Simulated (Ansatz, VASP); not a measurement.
BaTe: VASP beside Ansatz

File INCAR:

```
  PREC = Accurate
  ENCUT = 520
  EDIFF = 1E-7
  ISMEAR = 0
  SIGMA = 0.05
  LREAL = F
  LASPH = T
  NELM = 100
  ALGO = Normal
  ISIF = 2
  LWAVE = F
  LCHARG = F
  GGA = PS
  NBANDS = 15
```

Contents of KPOINTS:

```
Automatic mesh
0
Gamma
  6 6 6
```

Contents of POSCAR:

```
BaTe
1.0
    0.0000000000      3.4478903210      3.4478903210
    3.4478903210      0.0000000000      3.4478903210
    3.4478903210      3.4478903210      0.0000000000
Ba Te
1 1
Direct
    0.5000000000      0.5000000000      0.5000000000
    0.0000000000      0.0000000000      0.0000000000
```

Input for Ansatz:

```yaml
crystal:
  lattice:
    - [0.0, 3.447890321, 3.447890321]
    - [3.447890321, 0.0, 3.447890321]
    - [3.447890321, 3.447890321, 0.0]
  atoms:
    - { symbol: Ba, position: [0.5, 0.5, 0.5] }
    - { symbol: Te, position: [0.0, 0.0, 0.0] }
basis:
  ecutwfc: 420
  ecutrho_ratio: 4
kpoints:
  mp_grid: { grid: [6, 6, 6] }
hamiltonian:
  xc: pbesol
scf:
  occupations: { method: gaussian, width: 0.05 }
output:
  forces: true
  stress: true
  eigenvalues: true
```

Alike in both runs: task single point; functional PBEsol; k mesh 6 × 6 × 6; occupations gaussian, width 0.05 eV; no spin polarisation.

|  | VASP | Ansatz |
| --- | --- | --- |
| version | VASP 6.6.1 | Ansatz 0.2.0 |
| potentials or method | VASP PAW PBE potentials, release 64 (Ba_sv, Te), cutoff 520 eV | scalar-relativistic, plane waves, PAW |
| valence electrons in the cell | 16 | 26 |

|  | VASP | Ansatz | Ansatz less VASP |
| --- | --- | --- | --- |
| gap on the k mesh at the Fermi level (eV) | 1.32 | 1.42 | +0.095 |
| least direct gap on the mesh (eV) | 1.71 | 1.77 | +0.059 |
| pressure (GPa) | 1.1 | 0.7 | -0.41 |

VASP's potentials were made for PBE, not for PBEsol. VASP's potentials hold 16 valence electrons a cell and Ansatz's 26, so a difference there can come from the potentials and not from the codes.

Spin-orbit coupling is off throughout.
